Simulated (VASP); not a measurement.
An input for VASP 6.6.1 (Cr):

File INCAR:

```
PREC     = Accurate       # precision mode
ENCUT    = 520            # plane-wave cutoff, eV
EDIFF    = 1E-7           # SCF threshold, eV
ISMEAR   = 0              # smearing method
SIGMA    = 0.1            # smearing width, eV
LREAL    = False          # projectors in reciprocal space
LASPH    = True           # aspherical terms in the spheres
NELM     = 80             # most SCF steps
ALGO     = Normal         # electronic algorithm
ISIF     = 2              # what is computed and relaxed
LWAVE    = False          # write WAVECAR
LCHARG   = False          # write CHGCAR
GGA      = PE             # functional
NBANDS   = 19             # bands
```

The input KPOINTS:

```
regular mesh
0
Gamma
  6 6 6
```

POSCAR

```
Cr
1.0
    1.3500278236      0.7794389274      3.7650072973
   -1.3500278236      0.7794389274      3.7650072973
    0.0000000000     -1.5588778547      3.7650072973
Cr
2
Direct
    0.2500020074      0.2500020074      0.2500020074
    0.7499979926      0.7499979926      0.7499979926
```

Potentials or basis: VASP PAW PBE potentials, release 64 (Cr_pv).

Command:

```sh
$ cat potpaw_PBE.64/Cr_pv/POTCAR > POTCAR
$ mpirun -np 1 vasp_std > vasp.out
```

How does this run end?

The run stopped without a result. It printed:

OUTCAR:

```text
PREC = Accurate
   ENCUT = 520
   EDIFF = 1E-7
   ISMEAR = 0
   LREAL = False
   LASPH = True
   NELM = 80
   ISIF = 2
   GGA = PE

[... 35 lines left out ...]
|     E        R     R  R     R  O     O  R     R     ###     ###     ###     |
|     E        R     R  R     R  O     O  R     R     ###     ###     ###     |
|     EEEEE    RRRRRR   RRRRRR   O     O  RRRRRR       #       #       #      |
|     E        R   R    R   R    O     O  R   R                               |
|     E        R    R   R    R   O     O  R    R      ###     ###     ###     |
|     EEEEEEE  R     R  R     R  OOOOOOO  R     R     ###     ###     ###     |
|                                                                             |
|     PRICELV: current lattice and primitive lattice are incommensurate       |
|     within SYMPREC.                                                         |
|                                                                             |
|       ---->  I REFUSE TO CONTINUE WITH THIS SICK JOB ... BYE!!! <----       |
|                                                                             |
 -----------------------------------------------------------------------------
```

On the terminal:

```text
POSCAR found type information on POSCAR Cr
 POSCAR found :  1 types and       2 ions
[... 18 lines left out ...]

1
```
